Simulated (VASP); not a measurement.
BeZn3Se4: single point with PBE

BeZn3Se4:

```
Be Zn Se
1.0
    -2.79715    2.79715    5.57649
     2.79715   -2.79715    5.57649
     2.79715    2.79715   -5.57649
Be Zn Se
1 3 4
Direct
  0.00000 0.00000 0.00000
  0.75000 0.25000 0.50000
  0.50000 0.50000 0.00000
  0.25000 0.75000 0.50000
  0.88504 0.35089 0.00000
  0.64911 0.64911 0.53415
  0.35089 0.88504 0.00000
  0.11496 0.11496 0.46585
```

* Program: VASP 6.6.1
* Task: single point
* Functional: PBE
* Potentials or basis: VASP PAW PBE potentials, release 64 (Be, Zn, Se)
* Cutoff: 520 eV
* k mesh: 8 × 8 × 8
* Occupations: gaussian, width 0.02 eV
* Spin: no spin polarisation

| Property | Result |
| --- | --- |
| Pressure | 0.2 GPa |
| Largest force | 0.013 eV/Å |
| Band gap on the k mesh | 1.75 eV, direct |

Forces on the atoms (eV/Å):
```
Be   0.000  0.000  0.000
Zn   0.000  0.000  0.000
Zn   0.000  0.000  0.000
Zn   0.000  0.000  0.000
Se  -0.008  0.008 -0.006
Se   0.008  0.008  0.006
Se   0.008 -0.008 -0.006
Se  -0.008 -0.008  0.006
```

Levels at points of the mesh, in eV from the valence-band top:
| k point | band 27 | band 28 | band 29 | band 30 | band 31 | band 32 | band 33 | band 34 | band 35 | band 36 |
| --- | --- | --- | --- | --- | --- | --- | --- | --- | --- | --- |
| (0.00, 0.00, 0.00) | -2.07 | -2.07 | -0.06 | 0.00 | 0.00 | 1.75 | 2.94 | 3.37 | 5.40 | 5.40 |
| (0.50, 0.00, 0.00) | -1.76 | -1.59 | -1.54 | -0.98 | -0.78 | 3.92 | 4.36 | 4.79 | 4.88 | 4.88 |
| (0.50, 0.50, 0.00) | -1.05 | -0.92 | -0.82 | -0.71 | -0.57 | 2.61 | 2.74 | 4.35 | 4.49 | 5.77 |
| (0.50, 0.50, 0.50) | -2.01 | -1.38 | -1.38 | -1.09 | -1.09 | 3.03 | 3.03 | 3.23 | 3.35 | 3.82 |

It took 7.6 min on 1 thread of Intel(R) Xeon(R) 6975P-C (Granite Rapids), on a shared host, peak memory 0.62 GiB.

A k mesh can miss the band edges. Expect the measured gap to be larger: semilocal functionals such as PBE lack the derivative discontinuity.
